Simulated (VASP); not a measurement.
# Ir (I4_1/amd) in VASP: notebook, part 2 of 2

VASP 6.6.1. Earlier steps stand in the parts before.

## 3. Single point, PBE

This run uses another cell than the first one, of 12.32 Å³/atom.

The input, INCAR:

```
ALGO = Normal
EDIFF = 1E-6
ENCUT = 520
GGA = PE
ISIF = 2
ISMEAR = -1
LASPH = True
LCHARG = False
LREAL = False
LWAVE = False
NBANDS = 16
NELM = 80
PREC = Accurate
SIGMA = 0.05
```

The input, KPOINTS:

```
k-points
0
Gamma
  18 18 18
```

The input, POSCAR:

```
Ir
1.0
   -2.2319366849      2.2319366849      1.2370500375
    2.2319366849     -2.2319366849      1.2370500375
    2.2319366849      2.2319366849     -1.2370500375
Ir
2
Direct
   -0.3750000000     -0.1250000000     -0.2500000000
    0.3750000000      0.1250000000      0.2500000000
```

Potentials or basis: VASP PAW PBE potentials, release 64 (Ir).

The run is started by

```
> cat potpaw_PBE.64/Ir/POTCAR > POTCAR
> mpirun -np 1 vasp_std > vasp.out
```

OUTCAR:

```text
EDIFF = 1E-6
   ENCUT = 520
   GGA = PE
   ISIF = 2
   ISMEAR = -1
   LASPH = True
   LREAL = False
   NELM = 80
   PREC = Accurate

 ion  position               nearest neighbor table
   1  0.625  0.875  0.750-   2 2.32   2 2.32   2 2.32   2 2.32   2 2.90   2 2.90   2 2.90   2 2.90

   2  0.375  0.125  0.250-   1 2.32   1 2.32   1 2.32   1 2.32   1 2.90   1 2.90   1 2.90   1 2.90

  LATTYP: Found a body centered tetragonal cell.
 ALAT       =     4.4638733698
 C/A-ratio  =     0.5542496102

  Lattice vectors:

 A1 = (  -2.2319366849,   2.2319366849,   1.2370500375)
 A2 = (   2.2319366849,  -2.2319366849,   1.2370500375)
 A3 = (   2.2319366849,   2.2319366849,  -1.2370500375)

Analysis of symmetry for initial positions (statically):
=====================================================================
 Subroutine PRICEL returns:
 Original cell was already a primitive cell.

 Routine SETGRP: Setting up the symmetry group for a
 body centered tetragonal supercell.

 Subroutine GETGRP returns: Found 16 space group operations
 (whereof  4 operations were pure point group operations)
 out of a pool of 16 trial point group operations.

The static configuration has the point symmetry C_2h.
 The point group associated with its full space group is D_4h.

Analysis of symmetry for dynamics (positions and initial velocities):
=====================================================================
 Subroutine PRICEL returns:
 Original cell was already a primitive cell.

 Routine SETGRP: Setting up the symmetry group for a
 body centered tetragonal supercell.

 Subroutine GETGRP returns: Found 16 space group operations
 (whereof  4 operations were pure point group operations)
 out of a pool of 16 trial point group operations.

The dynamic configuration has the point symmetry C_2h.
[... 116 lines left out ...]
   EFERMI_NEDOS =   21; number of points for ismear=-14 and -15
   IALGO  =     38    algorithm
   IMIX   =      4    mixing-type and parameters
     AMIX     =   0.40;   BMIX     =  1.00
     AMIX_MAG =   1.60;   BMIX_MAG =  1.00
  volume/ion in A,a.u.               =      12.32        83.17
  Fermi-wavevector in a.u.,A,eV,Ry     =   1.474219  2.785870 29.569836  2.173322
  Thomas-Fermi vector in A             =   2.589017
   LORBIT       =      0    0 simple, 1 ext, 2 COOP (PROOUT), +10 PAW based schemes
   GGA     = PE    functional components
   LHFCALC =     F    Hartree Fock is set to
   AEXX    =    0.0000 exact exchange contribution
   IVDW    =     0    specifies the selected vdW correction
   LEPSILON=     F    determine dielectric tensor
   LRPA    =     F    only Hartree local field effects (RPA)
 non-spin polarized calculation
  energy-cutoff  :      520.00
  volume of cell :       24.65
 maximum number of plane-waves:       681
 NGX is ok and might be reduce to    28
   NGX = 13   NGY = 13   NGZ = 13

 number of electron      17.9999999 magnetization

 Free energy of the ion-electron system (eV)
  ---------------------------------------------------
  ext. energy  EPLUGINS =         0.00000000
  ---------------------------------------------------
  free energy    TOTEN  =       -13.62309024 eV

  energy without entropy =      -13.61107364  energy(sigma->0) =      -13.61708194

 E-fermi :  12.8078     XC(G=0): -14.7052

 val. band max:       12.8026978005   @ k =  -0.4444   0.4444   0.2778
 cond. band min:      12.8119859415   @ k =   0.2778   0.1667  -0.0000
 fundamental gap:      0.0092881410
 Fermi energy:        12.8077500512

 k-point     1 :       0.0000    0.0000    0.0000
  band No.  band energies     occupation
      1       0.4910      2.00000
      2       2.9137      2.00000
      3       4.5823      2.00000
      4       5.5450      2.00000
      5       6.5289      2.00000
      6      11.3093      2.00000
[... 433 lines left out ...]
      3       5.0320      2.00000
      4       6.5460      2.00000
      5       7.1963      2.00000
      6       8.6667      2.00000
[... 8 lines left out ...]
     15      30.6878      0.00000
     16      30.7342      0.00000

 [... further k-points ...]

------------------------ aborting loop because EDIFF is reached ----------------------------------------

  FORCE on cell =-STRESS in cart. coord.  units (eV):
  Direction    XX          YY          ZZ          XY          YZ          ZX
  --------------------------------------------------------------------------------------
  -------------------------------------------------------------------------------------
  Total       22.5663835     22.5663835     22.8199529     -0.0000000      0.0000000      0.0000000
  in kB     1466.7684097   1466.7684097   1483.2498953     -0.0000000      0.0000000      0.0000000
  external PRESSURE =    1472.2622383 kB  Pullay stress =       0.0000000 kB

 VOLUME and BASIS-vectors are now :
 -----------------------------------------------------------------------------
  energy-cutoff  :      520.00
  volume of cell :       24.65
      direct lattice vectors                 reciprocal lattice vectors
    -2.231936685  2.231936685  1.237050037     0.000000000  0.224020692  0.404187369
     2.231936685 -2.231936685  1.237050037     0.224020692  0.000000000  0.404187369
     2.231936685  2.231936685 -1.237050037     0.224020692  0.224020692  0.000000000

 POSITION                                       TOTAL-FORCE (eV/Angst)
 -----------------------------------------------------------------------------------
      2.23194      1.11597      0.92779         0.000000     -0.000000      0.000000
      0.00000      1.11597      0.30926        -0.000000      0.000000     -0.000000
 -----------------------------------------------------------------------------------
    total drift:                                0.000000      0.000000     -0.000000

  FREE ENERGIE OF THE ION-ELECTRON SYSTEM (eV)
  ---------------------------------------------------
  free  energy   TOTEN  =       -13.6230902441 eV

  energy  without entropy=      -13.6110736437  energy(sigma->0) =      -13.61708194
```

OSZICAR:

```text
N       E                     dE             d eps       ncg     rms          rms(c)
DAV:   1     0.149853755514E+03    0.14985E+03   -0.85405E+03 15368   0.116E+03
DAV:   2    -0.107960953929E+02   -0.16065E+03   -0.14628E+03 15416   0.319E+02
DAV:   3    -0.142811832345E+02   -0.34851E+01   -0.34525E+01 21216   0.568E+01
DAV:   4    -0.143217984486E+02   -0.40615E-01   -0.40608E-01 17600   0.504E+00
DAV:   5    -0.143229436659E+02   -0.11452E-02   -0.11452E-02 21496   0.900E-01    0.346E+01
DAV:   6    -0.138199990486E+02    0.50294E+00   -0.31875E-01 19816   0.732E+00    0.179E+01
DAV:   7    -0.136316758957E+02    0.18832E+00   -0.20500E-01 20456   0.548E+00    0.169E+00
DAV:   8    -0.136238211196E+02    0.78548E-02   -0.23668E-02 19504   0.197E+00    0.632E-01
DAV:   9    -0.136230757659E+02    0.74535E-03   -0.62148E-04 19880   0.309E-01    0.340E-02
DAV:  10    -0.136230897697E+02   -0.14004E-04   -0.18599E-05 21232   0.344E-02    0.407E-03
DAV:  11    -0.136230902441E+02   -0.47437E-06   -0.59953E-07 12904   0.866E-03
   1 F= -.13623090E+02 E0= -.13617082E+02  d E =-.120166E-01
```

Run time: 94 s. Hardware: 1 thread of Intel Xeon 6975P-C (Granite Rapids), shared host; peak memory 0.29 GiB.

Results:

```yaml
Free_energy: -13.6231 eV
Pressure: 147.2 GPa
Band_gap_on_the_k_mesh: zero (bands 9 and 10 overlap by 4.02 eV)
```

Levels at points of the mesh, in eV from the Fermi level:
| k point | band 6 | band 7 | band 8 | band 9 | band 10 | band 11 | band 12 | band 13 |
| --- | --- | --- | --- | --- | --- | --- | --- | --- |
| (0.00, 0.00, 0.00) | -1.50 | -1.50 | -1.41 | -1.41 | 2.37 | 4.27 | 6.19 | 6.19 |
| (0.50, 0.00, 0.00) | -3.25 | -2.17 | -1.02 | 0.82 | 1.03 | 4.30 | 7.79 | 8.62 |
| (0.50, 0.50, 0.00) | -4.96 | -2.64 | -2.64 | 0.20 | 0.20 | 0.83 | 0.83 | 13.78 |
| (0.50, 0.50, 0.50) | -2.20 | -1.80 | -1.80 | -0.74 | -0.74 | -0.69 | -0.69 | 8.92 |

Caveat: the cell stands under pressure; spin-orbit coupling is left out, which moves the levels of the heavy elements.

## 4. Single point, PBE (12.32 Å³/atom)

This run uses another cell than the first one, of 12.32 Å³/atom.

The input, INCAR:

```
SYSTEM = Ir
  PREC = Accurate
  ENCUT = 520
  EDIFF = 1E-6
  ISMEAR = -1
  SIGMA = 0.05
  LREAL = .False.
  LASPH = .True.
  NELM = 60
  ALGO = Normal
  ISIF = 2
  LWAVE = .False.
  LCHARG = .True.
  GGA = PE
  LELF = .True.
  LVHAR = .True.
  NBANDS = 16
```

The input, KPOINTS:

```
regular mesh
0
Gamma
  18 18 18
  0 0 0
```

POSCAR is that of step 3.

The run is started by

```
> cat potpaw_PBE.64/Ir/POTCAR > POTCAR
> mpirun -np 1 vasp_std > vasp.out
```

Run time: 89 s. Hardware: 1 thread of Intel Xeon 6975P-C (Granite Rapids), shared host; peak memory 0.29 GiB.

The run converged. Its results:

- Free energy: -13.6231 eV
- Pressure: 147.2 GPa
- Band gap on the k mesh: zero (bands 9 and 10 overlap by 4.02 eV)

Stress tensor (GPa, compression positive):
```
146.68   0.00   0.00
  0.00 146.68   0.00
  0.00   0.00 148.32
```

Levels at points of the mesh, in eV from the Fermi level:
| k point | band 5 | band 6 | band 7 | band 8 | band 9 | band 10 | band 11 | band 12 | band 13 | band 14 |
| --- | --- | --- | --- | --- | --- | --- | --- | --- | --- | --- |
| (0.00, 0.00, 0.00) | -6.28 | -1.50 | -1.50 | -1.41 | -1.41 | 2.37 | 4.27 | 6.19 | 6.19 | 17.79 |
| (0.50, 0.00, 0.00) | -4.04 | -3.25 | -2.17 | -1.02 | 0.82 | 1.03 | 4.30 | 7.79 | 8.62 | 9.77 |
| (0.50, 0.50, 0.00) | -4.96 | -4.96 | -2.64 | -2.64 | 0.20 | 0.20 | 0.83 | 0.83 | 13.78 | 13.78 |
| (0.50, 0.50, 0.50) | -2.20 | -2.20 | -1.80 | -1.80 | -0.74 | -0.74 | -0.69 | -0.69 | 8.92 | 8.92 |

Caveat: the cell stands under pressure; spin-orbit coupling is left out, which moves the levels of the heavy elements.

## 5. Single point, PBE

This run uses another cell than the first one, of 14.92 Å³/atom.

The input, INCAR:

```
PREC = Accurate
ENCUT = 520
EDIFF = 1E-6
ISMEAR = -1
SIGMA = 0.05
LREAL = False
LASPH = True
NELM = 100
ALGO = Normal
ISIF = 2
LWAVE = False
LCHARG = True
GGA = PE
LELF = True
LVHAR = True
NBANDS = 16
```

The input, KPOINTS:

```
regular mesh
0
Gamma
  18 18 18
```

The input, POSCAR:

```
Ir
1.0
   -2.3678004111      2.3678004111      1.3305618267
    2.3678004111     -2.3678004111      1.3305618267
    2.3678004111      2.3678004111     -1.3305618267
Ir
2
Direct
   -0.3750000000     -0.1250000000     -0.2500000000
    0.3750000000      0.1250000000      0.2500000000
```

The run is started by

```
> cat potpaw_PBE.64/Ir/POTCAR > POTCAR
> mpirun -np 1 vasp_std > vasp.out
```

It took 1.7 min on 1 thread of Intel Xeon 6975P-C (Granite Rapids), shared host; peak memory 0.32 GiB.

Results (log left out):

```yaml
Free_energy: -16.1606 eV
Pressure: 28.2 GPa
Band_gap_on_the_k_mesh: zero (bands 9 and 10 overlap by 3.12 eV)
```

Levels at points of the mesh, in eV from the Fermi level:
| k point | band 7 | band 8 | band 9 | band 10 | band 11 | band 12 |
| --- | --- | --- | --- | --- | --- | --- |
| (0.00, 0.00, 0.00) | -1.21 | -1.13 | -1.13 | 1.70 | 3.12 | 5.67 |
| (0.50, 0.00, 0.00) | -1.83 | -0.68 | 0.57 | 0.84 | 3.07 | 5.71 |
| (0.50, 0.50, 0.00) | -2.16 | -2.16 | 0.13 | 0.13 | 0.66 | 0.66 |
| (0.50, 0.50, 0.50) | -1.05 | -1.05 | -0.74 | -0.74 | -0.65 | -0.65 |

Caveat: the cell stands under pressure; spin-orbit coupling is left out, which moves the levels of the heavy elements.

## 6. Overview

| task | cell | cutoff (eV) | gap on the mesh (eV) | pressure (GPa) |
| --- | --- | --- | --- | --- |
| relaxation of shape and atoms at fixed volume | relaxed from a = 3.119 Å, angles 98.0, 98.0, 136.3°, 2 atoms | 600 | none | 468.8 |
| single point | a = 3.390 Å, angles 97.7, 97.7, 137.2°, 2 atoms | 520 | none | 147.2 |
| single point | a = 3.603 Å, angles 97.8, 97.8, 136.7°, 2 atoms | 520 | none | 28.2 |

Alike in all rows: level PBE; potentials or basis VASP PAW PBE potentials, release 64 (Ir); no spin polarisation; k mesh 18 × 18 × 18; smearing fermi-dirac 0.05 eV.

Caveats: spin-orbit coupling is left out, which moves the levels of the heavy elements; the cell stands under pressure (at least some runs).

Absolute energies hang on the potentials; compare differences alone.
